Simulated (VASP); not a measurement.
Write the native input for VASP 6.6.1 that does the following.

```
Task                   : relaxation of the atoms
Functional             : PBE
Potentials or basis    : VASP PAW PBE potentials, release 64 (Si, N)
Cutoff                 : 520 eV
k mesh                 : 6 × 6 × 6
Occupations            : gaussian, width 0.02 eV
Spin                   : no spin polarisation
Dipole correction      : no
Further INCAR settings : ALGO = Normal; EDIFF = 1e-06; IBRION = 2; EDIFFG = -0.01; NSW = 50
```

The structure of Si3N4 lies in POSCAR:

```
Si3N4
1.0
   -3.2124225522      3.2124225522      3.2124225522
    3.2124225522     -3.2124225522      3.2124225522
    3.2124225522      3.2124225522     -3.2124225522
Si N
6 8
Direct
    0.2500000000      0.1250000000      0.8750000000
    0.8750000000      0.2500000000      0.1250000000
    0.7500000000      0.3750000000      0.6250000000
    0.6250000000      0.7500000000      0.3750000000
    0.1250000000      0.8750000000      0.2500000000
    0.3750000000      0.6250000000      0.7500000000
    0.5626966952      0.5626966952      0.5626966952
    0.4373033048      0.5000000000      0.0000000000
    0.5000000000      0.0000000000      0.9373033048
    0.0000000000      0.4373033048      0.5000000000
    0.9373033048      0.5000000000      0.0000000000
    0.0626966952      0.0626966952      0.0626966952
    0.0000000000      0.9373033048      0.5000000000
    0.5000000000      0.0000000000      0.4373033048
```

This cell differs from its parent crystal: volume scaled by 0.97.

These files were run (other wordings do the same):

INCAR

```
PREC = Accurate
ENCUT = 520
EDIFF = 1E-6
ISMEAR = 0
SIGMA = 0.02
LREAL = F
LASPH = T
NELM = 100
ALGO = Normal
ISIF = 2
LWAVE = F
LCHARG = F
GGA = PE
IBRION = 2
NSW = 50
EDIFFG = -0.01
```

KPOINTS

```
regular mesh
0
Gamma
  6 6 6
```

Potentials or basis: VASP PAW PBE potentials, release 64 (Si, N).

The run is started by

```bash
$ cat potpaw_PBE.64/Si/POTCAR potpaw_PBE.64/N/POTCAR > POTCAR
$ mpirun -np 1 vasp_std > vasp.out
```

It gave:

- Energy gained by relaxing: 0.3 meV/atom
- Ionic steps: 3
- Pressure after relaxing: 7.8 GPa
- Band gap on the k mesh: 4.17 eV, indirect (least direct gap 4.32 eV)

Wall time 2.5 min on 1 thread of Intel(R) Xeon(R) Platinum 8375C CPU @ 2.90GHz (Ice Lake) (shared host), peak memory 0.28 GiB.
